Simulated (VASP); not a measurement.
TiNi:

```
Ti Ni
1.0
     2.73580    0.00000    0.00000
     0.00000    2.73580    0.00000
     0.00000    0.00000    3.58141
Ti Ni
1 1
Cartesian
  1.3679 1.3679 1.7907
  0.0000 0.0000 0.0000
```

Base run:

* Program: VASP 6.6.1
* Functional: r2SCAN
* Potentials or basis: VASP PAW PBE potentials, release 64 (Ti_sv, Ni)
* Cutoff: 520 eV
* k mesh: 12 × 12 × 9
* Occupations: fermi-dirac, width 0.15 eV
* Spin: collinear spin, ferromagnetic start
* Starting moments: [0.7, 0.45] μB
* Fixed moment: 1.2 μB

Its results: pressure -0.1 GPa; site moments Ti +0.68; Ni +0.38 μB.

Problem. The run is repeated on the same cell with these changes: fixed moment from 1.2 μB to 1.5 μB; moments at the start from [0.7, 0.45] to [0.84, 0.57]. What comes out?

Solution. Pressure 0.9 GPa; site moments Ti +0.82; Ni +0.49 μB.

Caveats: the PAW data sets were made with another functional, which shifts forces and pressure a little; the total moment is fixed, so each spin has its own Fermi level and the state may be an excited one; the stress differs along the axes, from -4 to 2 GPa (at least some runs); the stress differs along the axes, from -4 to 4 GPa (at least some runs).
